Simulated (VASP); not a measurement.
TiO2: single point with PBE+D3(BJ)

The system is TiO2.

```
Ti O
1.0
     4.55251    0.00000    0.00000
     0.00000    5.52899    0.00000
     0.00000    0.00000    4.89816
Ti O
4 8
Cartesian
  0.0000 0.9780 3.6736
  2.2763 1.7865 1.2245
  0.0000 4.5510 1.2245
  2.2763 3.7425 3.6736
  1.2312 2.1131 4.5034
  3.5075 0.6514 0.3947
  1.0450 0.6514 2.0543
  3.3213 2.1131 2.8438
  1.2312 3.4159 2.0543
  3.5075 4.8776 2.8438
  1.0450 4.8776 4.5034
  3.3213 3.4159 0.3947
```

```json
{
 "Program": "VASP 6.6.1",
 "Task": "single point",
 "Functional": "PBE",
 "Dispersion": "D3(BJ)",
 "Potentials or basis": "VASP PAW PBE potentials, release 64 (Ti_sv, O)",
 "Cutoff": "520 eV",
 "k mesh": "6 × 5 × 6",
 "Occupations": "fermi-dirac, width 0.05 eV",
 "Spin": "no spin polarisation"
}
```

```yaml
Pressure: 0.7 GPa
Largest_force: 0.039 eV/Å
Band_gap_on_the_k_mesh: 2.64 eV, indirect (least direct gap 2.70 eV)
Dispersion_energy_per_atom: -0.252 eV
```

Forces on the atoms (eV/Å):
```
Ti   0.000 -0.039  0.000
Ti   0.000  0.039  0.000
Ti   0.000  0.039  0.000
Ti   0.000 -0.039  0.000
O    0.013  0.032 -0.001
O    0.013 -0.032  0.001
O   -0.013 -0.032 -0.001
O   -0.013  0.032  0.001
O    0.013 -0.032 -0.001
O    0.013  0.032  0.001
O   -0.013  0.032 -0.001
O   -0.013 -0.032  0.001
```

Stress tensor (GPa, compression positive):
```
0.77 0.00 0.00
0.00 0.65 0.00
0.00 0.00 0.82
```

Levels at points of the mesh, in eV from the valence-band top:
| k point | band 44 | band 45 | band 46 | band 47 | band 48 | band 49 | band 50 | band 51 | band 52 | band 53 |
| --- | --- | --- | --- | --- | --- | --- | --- | --- | --- | --- |
| (0.00, 0.00, 0.00) | -0.56 | -0.49 | -0.43 | -0.03 | 0.00 | 2.70 | 2.70 | 2.83 | 2.87 | 2.89 |
| (0.50, 0.00, 0.00) | -1.27 | -0.50 | -0.50 | -0.24 | -0.24 | 3.16 | 3.16 | 3.27 | 3.27 | 3.59 |
| (0.00, 0.00, 0.50) | -1.05 | -0.41 | -0.41 | -0.29 | -0.29 | 2.64 | 2.64 | 3.07 | 3.07 | 3.58 |
| (0.50, 0.00, 0.50) | -1.26 | -0.50 | -0.50 | -0.50 | -0.50 | 3.00 | 3.00 | 3.00 | 3.00 | 3.58 |

Run time: 2.7 min on 1 thread of Intel(R) Xeon(R) 6975P-C (Granite Rapids) (shared host), peak memory 0.39 GiB.

A k mesh can miss the band edges. As with any semilocal functional, this PBE gap is likely too small.
